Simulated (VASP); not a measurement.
The system is ZnS.

```
Zn S
1.0
     0.00000    2.69409    2.69409
     2.69409    0.00000    2.69409
     2.69409    2.69409    0.00000
Zn S
1 1
Direct
  0.00000 0.00000 0.00000
  0.25000 0.25000 0.25000
```

Base run:

```yaml
Program: VASP 6.6.1
Functional: r2SCAN
Potentials_or_basis: VASP PAW PBE potentials, release 64 (Zn, S)
Cutoff: 520 eV
k_mesh: 6 × 6 × 6
Occupations: gaussian, width 0.01 eV
Spin: no spin polarisation
```

Its results: band gap on the k mesh 2.72 eV, direct; electronic dielectric tensor (diagonal) 5.34.

**Question.** The run is repeated on the same cell with these changes: functional from r2SCAN to PBE. What comes out?

**Answer.** Band gap on the k mesh 2.15 eV, direct; electronic dielectric tensor (diagonal) 6.30.

r2SCAN gives the wider gap, since meta-GGAs in the generalised Kohn-Sham scheme recover part of the derivative discontinuity.

